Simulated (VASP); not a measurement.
# Na (Pm-3n) in VASP: a series of runs

Runs on Na. Level: PBEsol. Tasks: single point.

Everything below comes from runs of VASP 6.6.1. Logs are shortened: lines on timing, memory, paths and dates and some standing lists are left out, and cuts for length are marked.

### 1 The cell of the first run

Symmetry: Pm-3n, No. 223, cubic system. Conventional cell: a = 6.637 Å, b = 6.637 Å, c = 6.637 Å, α = 90.00°, β = 90.00°, γ = 90.00°. Within 4.9 Å of Na (site symmetry m-3) lie 12 Na at 3.71 Å. Within 4.4 Å of Na (site symmetry -4m2) lie 14 Na at 3.32 to 4.06 Å.

### 2 Single point, PBEsol

Input file INCAR:

```
PREC = Accurate
ENCUT = 520
EDIFF = 1E-6
ISMEAR = -1
SIGMA = 0.1
LREAL = False
LASPH = True
NELM = 80
ALGO = Normal
ISIF = 2
LWAVE = False
LCHARG = False
GGA = PS
NBANDS = 38
```

Input file KPOINTS:

```
Automatic mesh
0
Gamma
  4 4 4
```

Input file POSCAR:

```
Na
1.0
    6.6366634954      0.0000000000      0.0000000000
    0.0000000000      6.6366634954      0.0000000000
    0.0000000000      0.0000000000      6.6366634954
Na
8
Direct
    0.0000000000      1.0000000000      0.0000000000
    0.5000000000      0.5000000000      0.5000000000
    0.2500000000      0.0000000000      0.5000000000
    0.7500000000      0.0000000000      0.5000000000
    0.5000000000      0.2500000000      0.0000000000
    0.5000000000      0.7500000000      0.0000000000
    1.0000000000      0.5000000000      0.2500000000
    1.0000000000      0.5000000000      0.7500000000
```

Potentials or basis: VASP PAW PBE potentials, release 64 (Na_pv).

Launch:

```console
$ cat potpaw_PBE.64/Na_pv/POTCAR > POTCAR
$ mpirun -np 1 vasp_std > vasp.out
```

OUTCAR:

```text
PREC = Accurate
   ENCUT = 520
   EDIFF = 1E-6
   ISMEAR = -1
   LREAL = False
   LASPH = True
   NELM = 80
   ISIF = 2
   GGA = PS

 ion  position               nearest neighbor table
   1  0.000  0.000  0.000-
   2  0.500  0.500  0.500-
   3  0.250  0.000  0.500-
   4  0.750  0.000  0.500-
   5  0.500  0.250  0.000-
   6  0.500  0.750  0.000-
   7  0.000  0.500  0.250-
   8  0.000  0.500  0.750-

  LATTYP: Found a simple cubic cell.
 ALAT       =     6.6366634954

  Lattice vectors:

 A1 = (   6.6366634954,   0.0000000000,   0.0000000000)
 A2 = (   0.0000000000,   6.6366634954,   0.0000000000)
 A3 = (   0.0000000000,   0.0000000000,   6.6366634954)

Analysis of symmetry for initial positions (statically):
=====================================================================
 Subroutine PRICEL returns:
 Original cell was already a primitive cell.

 Routine SETGRP: Setting up the symmetry group for a
 simple cubic supercell.

 Subroutine GETGRP returns: Found 48 space group operations
 (whereof 24 operations were pure point group operations)
 out of a pool of 48 trial point group operations.

The static configuration has the point symmetry T_h .
 The point group associated with its full space group is O_h .

Analysis of symmetry for dynamics (positions and initial velocities):
=====================================================================
 Subroutine PRICEL returns:
 Original cell was already a primitive cell.

 Routine SETGRP: Setting up the symmetry group for a
 simple cubic supercell.

 Subroutine GETGRP returns: Found 48 space group operations
 (whereof 24 operations were pure point group operations)
 out of a pool of 48 trial point group operations.

The dynamic configuration has the point symmetry T_h .
 The point group associated with its full space group is O_h .

 Subroutine INISYM returns: Found 48 space group operations
 (whereof 24 operations are pure point group operations),
 and found     1 'primitive' translations

----------------------------------------------------------------------------------------

                                     Primitive cell

  volume of cell :     292.3139

  direct lattice vectors                    reciprocal lattice vectors
     6.636663495  0.000000000  0.000000000     0.150678123  0.000000000  0.000000000
     0.000000000  6.636663495  0.000000000     0.000000000  0.150678123  0.000000000
     0.000000000  0.000000000  6.636663495     0.000000000  0.000000000  0.150678123

  length of vectors
     6.636663495  6.636663495  6.636663495     0.150678123  0.150678123  0.150678123

  position of ions in fractional coordinates (direct lattice)
     0.000000000  0.000000000  0.000000000
     0.500000000  0.500000000  0.500000000
     0.250000000  0.000000000  0.500000000
     0.750000000  0.000000000  0.500000000
     0.500000000  0.250000000  0.000000000
     0.500000000  0.750000000  0.000000000
     0.000000000  0.500000000  0.250000000
     0.000000000  0.500000000  0.750000000

  ion indices of the primitive-cell ions
   primitive index   ion index
                 1           1
                 2           2
                 3           3
                 4           4
                 5           5
                 6           6
                 7           7
                 8           8

----------------------------------------------------------------------------------------

 KPOINTS: Automatic mesh

Automatic generation of k-mesh.
 Grid dimensions read from file:
 generate k-points for:    4    4    4

 Generating k-lattice:

  Cartesian coordinates                     Fractional coordinates (reciprocal lattice)
     0.037669531  0.000000000  0.000000000     0.250000000  0.000000000  0.000000000
     0.000000000  0.037669531  0.000000000     0.000000000  0.250000000  0.000000000
     0.000000000  0.000000000  0.037669531     0.000000000  0.000000000  0.250000000

  Length of vectors
     0.037669531  0.037669531  0.037669531

  Shift w.r.t. Gamma in fractional coordinates (k-lattice)
     0.000000000  0.000000000  0.000000000

 Subroutine IBZKPT returns following result:
 ===========================================

 Found     10 irreducible k-points:

 Following reciprocal coordinates:
            Coordinates               Weight
  0.000000  0.000000  0.000000      1.000000
  0.250000  0.000000  0.000000      6.000000
  0.500000  0.000000  0.000000      3.000000
  0.250000  0.250000  0.000000     12.000000
  0.500000  0.250000  0.000000     12.000000
  0.500000  0.500000  0.000000      3.000000
  0.250000  0.250000  0.250000      8.000000
  0.500000  0.250000  0.250000     12.000000
  0.500000  0.500000  0.250000      6.000000
  0.500000  0.500000  0.500000      1.000000
   k-points           NKPTS =     10   k-points in BZ     NKDIM =     10   number of bands    NBANDS=     38
   number of dos      NEDOS =    301   number of ions     NIONS =      8
   total plane-waves  NPLWV = 125000
   dimension x,y,z NGX =    50 NGY =   50 NGZ =   50
   dimension x,y,z NGXF=   100 NGYF=  100 NGZF=  100
   ions per type =               8
   NGX,Y,Z   is equivalent  to a cutoff of  12.52, 12.52, 12.52 a.u.
   NGXF,Y,Z  is equivalent  to a cutoff of  25.05, 25.05, 25.05 a.u.
 SYSTEM =  unknown system
   PREC   = accura    normal or accurate (medium, high low for compatibility)
   ISTART =      0    job   : 0-new  1-cont  2-samecut
   ICHARG =      2    charge: 1-file 2-atom 10-const
   ISPIN  =      1    spin polarized calculation?
   LNONCOLLINEAR =      F non collinear calculations
   LSORBIT =      F    spin-orbit coupling
   LASPH  =      T    aspherical Exc in radial PAW
   ENCUT  =  520.0 eV  38.22 Ry    6.18 a.u.  12.34 12.34 12.34*2*pi/ulx,y,z
   NELM   =     80;   NELMIN=  2; NELMDL= -5     # of ELM steps
   EDIFF  = 0.1E-05   stopping-criterion for ELM
   LREAL  =      F    real-space projection
   EDIFFG = 0.1E-04   stopping-criterion for IOM
   NSW    =      0    number of steps for IOM
   IBRION =     -1    ionic relax: 0-MD 1-quasi-New 2-CG
   NFREE  =      0    steps in history (QN), initial steepest desc. (CG)
   ISIF   =      2    stress and relaxation
   ISYM   =      2    0-nonsym 1-usesym 2-fastsym
   POTIM  = 0.5000    time-step for ionic-motion
   TEBEG  =    0.0;   TEEND  =   0.0 temperature during run
   PSTRESS=    0.0 pullay stress
   NELECT =      56.0000    total number of electrons
   NUPDOWN=      -1.0000    fix difference up-down
   EMIN   =  10.00;   EMAX   =-10.00  energy-range for DOS
   EFERMI =   0.00;   METHOD = LEGACY
   ISMEAR =    -1;   SIGMA  =   0.10  broadening in eV -4-tet -1-fermi 0-gaus
   EFERMI_NEDOS =   21; number of points for ismear=-14 and -15
   IALGO  =     38    algorithm
   IMIX   =      4    mixing-type and parameters
     AMIX     =   0.40;   BMIX     =  1.00
     AMIX_MAG =   1.60;   BMIX_MAG =  1.00
  volume/ion in A,a.u.               =      36.54       246.58
  Fermi-wavevector in a.u.,A,eV,Ry     =   0.943744  1.783418 12.118076  0.890653
  Thomas-Fermi vector in A             =   2.071482
   LORBIT       =      0    0 simple, 1 ext, 2 COOP (PROOUT), +10 PAW based schemes
   GGA     = PS    functional components
   LHFCALC =     F    Hartree Fock is set to
   AEXX    =    0.0000 exact exchange contribution
   IVDW    =     0    specifies the selected vdW correction
   LEPSILON=     F    determine dielectric tensor
   LRPA    =     F    only Hartree local field effects (RPA)
 non-spin polarized calculation
  energy-cutoff  :      520.00
  volume of cell :      292.31
 maximum number of plane-waves:      7920
 NGX is ok and might be reduce to    50
   NGX = 25   NGY = 25   NGZ = 25

 number of electron      55.9999918 magnetization

 Free energy of the ion-electron system (eV)
  ---------------------------------------------------
  ext. energy  EPLUGINS =         0.00000000
  ---------------------------------------------------
  free energy    TOTEN  =       -11.18547640 eV

  energy without entropy =      -11.10637941  energy(sigma->0) =      -11.14592790

 E-fermi :   0.4038     XC(G=0):  -6.5381

 val. band max:        0.0420564762   @ k =   0.5000   0.2500   0.2500
 cond. band min:       0.4118862578   @ k =   0.0000   0.0000   0.0000
 fundamental gap:      0.3698297817
 Fermi energy:         0.4038418901

 k-point     1 :       0.0000    0.0000    0.0000
  band No.  band energies     occupation
      1     -24.5109      2.00000
      2     -24.5109      2.00000
      3     -24.5067      2.00000
      4     -24.4710      2.00000
      5     -24.4710      2.00000
      6     -24.4710      2.00000
[... 30 lines left out ...]
     37       3.5656      0.00000
     38       3.6195      0.00000

 k-point     2 :       0.2500    0.0000    0.0000
  band No.  band energies     occupation
      1     -24.5110      2.00000
      2     -24.5093      2.00000
      3     -24.5004      2.00000
      4     -24.4705      2.00000
      5     -24.4705      2.00000
      6     -24.4669      2.00000
[... 30 lines left out ...]
     37       3.9060      0.00000
     38       3.9060      0.00000

 k-point     3 :       0.5000    0.0000    0.0000
  band No.  band energies     occupation
      1     -24.5105      2.00000
      2     -24.5105      2.00000
      3     -24.4794      2.00000
      4     -24.4794      2.00000
      5     -24.4702      2.00000
      6     -24.4702      2.00000
[... 30 lines left out ...]
     37       4.2404      0.00000
     38       4.2405      0.00000

 k-point     4 :       0.2500    0.2500    0.0000
  band No.  band energies     occupation
      1     -24.5106      2.00000
      2     -24.5023      2.00000
      3     -24.4999      2.00000
      4     -24.4698      2.00000
      5     -24.4675      2.00000
      6     -24.4664      2.00000
[... 30 lines left out ...]
     37       3.8697      0.00000
     38       4.0812      0.00000

 k-point     5 :       0.5000    0.2500    0.0000
  band No.  band energies     occupation
      1     -24.5109      2.00000
      2     -24.5017      2.00000
      3     -24.4803      2.00000
      4     -24.4796      2.00000
      5     -24.4691      2.00000
      6     -24.4668      2.00000
[... 30 lines left out ...]
     37       3.2660      0.00000
     38       3.7218      0.00000

 k-point     6 :       0.5000    0.5000    0.0000
  band No.  band energies     occupation
      1     -24.5114      2.00000
      2     -24.4816      2.00000
      3     -24.4805      2.00000
      4     -24.4797      2.00000
      5     -24.4797      2.00000
      6     -24.4676      2.00000
[... 30 lines left out ...]
     37       5.0089      0.00000
     38       5.0147      0.00000

 k-point     7 :       0.2500    0.2500    0.2500
  band No.  band energies     occupation
      1     -24.5025      2.00000
      2     -24.5025      2.00000
      3     -24.5001      2.00000
      4     -24.4673      2.00000
      5     -24.4673      2.00000
      6     -24.4656      2.00000
[... 30 lines left out ...]
     37       4.1408      0.00000
     38       4.1903      0.00000

 k-point     8 :       0.5000    0.2500    0.2500
  band No.  band energies     occupation
      1     -24.5021      2.00000
      2     -24.5021      2.00000
      3     -24.4806      2.00000
      4     -24.4806      2.00000
      5     -24.4664      2.00000
      6     -24.4664      2.00000
[... 30 lines left out ...]
     37       4.6626      0.00000
     38       4.6626      0.00000

 k-point     9 :       0.5000    0.5000    0.2500
  band No.  band energies     occupation
      1     -24.5026      2.00000
      2     -24.4816      2.00000
      3     -24.4810      2.00000
      4     -24.4808      2.00000
      5     -24.4808      2.00000
      6     -24.4641      2.00000
[... 30 lines left out ...]
     37       5.2082      0.00000
     38       5.2143      0.00000

 k-point    10 :       0.5000    0.5000    0.5000
  band No.  band energies     occupation
      1     -24.4816      2.00000
      2     -24.4816      2.00000
      3     -24.4816      2.00000
      4     -24.4816      2.00000
      5     -24.4816      2.00000
      6     -24.4816      2.00000
[... 30 lines left out ...]
     37       5.7307      0.00000
     38       5.7328      0.00000

------------------------ aborting loop because EDIFF is reached ----------------------------------------

  FORCE on cell =-STRESS in cart. coord.  units (eV):
  Direction    XX          YY          ZZ          XY          YZ          ZX
  --------------------------------------------------------------------------------------
  -------------------------------------------------------------------------------------
  Total        0.0088189      0.0088189      0.0088189     -0.0000000      0.0000000     -0.0000000
  in kB        0.0483365      0.0483365      0.0483365     -0.0000000      0.0000000     -0.0000000
  external PRESSURE =       0.0483365 kB  Pullay stress =       0.0000000 kB

 VOLUME and BASIS-vectors are now :
 -----------------------------------------------------------------------------
  energy-cutoff  :      520.00
  volume of cell :      292.31
      direct lattice vectors                 reciprocal lattice vectors
     6.636663495  0.000000000  0.000000000     0.150678123  0.000000000  0.000000000
     0.000000000  6.636663495  0.000000000     0.000000000  0.150678123  0.000000000
     0.000000000  0.000000000  6.636663495     0.000000000  0.000000000  0.150678123

 POSITION                                       TOTAL-FORCE (eV/Angst)
 -----------------------------------------------------------------------------------
      0.00000      0.00000      0.00000         0.000000      0.000000      0.000000
      3.31833      3.31833      3.31833         0.000000      0.000000      0.000000
      1.65917      0.00000      3.31833        -0.000000     -0.000000     -0.000000
      4.97750      0.00000      3.31833         0.000000      0.000000      0.000000
      3.31833      1.65917      0.00000        -0.000000     -0.000000     -0.000000
      3.31833      4.97750      0.00000         0.000000      0.000000      0.000000
      0.00000      3.31833      1.65917         0.000000     -0.000000     -0.000000
      0.00000      3.31833      4.97750        -0.000000      0.000000      0.000000
 -----------------------------------------------------------------------------------
    total drift:                                0.000000     -0.000000     -0.000000

  FREE ENERGIE OF THE ION-ELECTRON SYSTEM (eV)
  ---------------------------------------------------
  free  energy   TOTEN  =       -11.1854763958 eV

  energy  without entropy=      -11.1063794122  energy(sigma->0) =      -11.14592790
```

It took 33 s on 1 thread of Intel Xeon 6975P-C (Granite Rapids), shared host; peak memory 0.34 GiB.

Results:

- Free energy: -11.1855 eV
- Pressure: 0.0 GPa
- Band gap on the k mesh: zero (band 28 reaches 1.12 eV, above the bottom of band 29 at -0.38 eV)

Levels at points of the mesh, in eV from the Fermi level:
| k point | band 25 | band 26 | band 27 | band 28 | band 29 | band 30 | band 31 | band 32 |
| --- | --- | --- | --- | --- | --- | --- | --- | --- |
| (0.00, 0.00, 0.00) | -3.37 | 0.01 | 0.01 | 0.01 | 0.09 | 0.09 | 0.10 | 2.98 |
| (0.50, 0.00, 0.00) | -2.49 | -2.49 | 0.71 | 0.71 | 0.80 | 0.80 | 0.92 | 0.92 |
| (0.50, 0.50, 0.00) | -1.63 | -1.63 | -1.63 | -1.63 | 1.38 | 1.49 | 1.49 | 1.51 |
| (0.50, 0.50, 0.50) | -0.78 | -0.78 | -0.78 | -0.78 | -0.78 | -0.78 | -0.78 | -0.78 |

Caveat: the PAW data sets were made with another functional, which shifts forces and pressure a little.

(Part 1 of 2 ends here.)
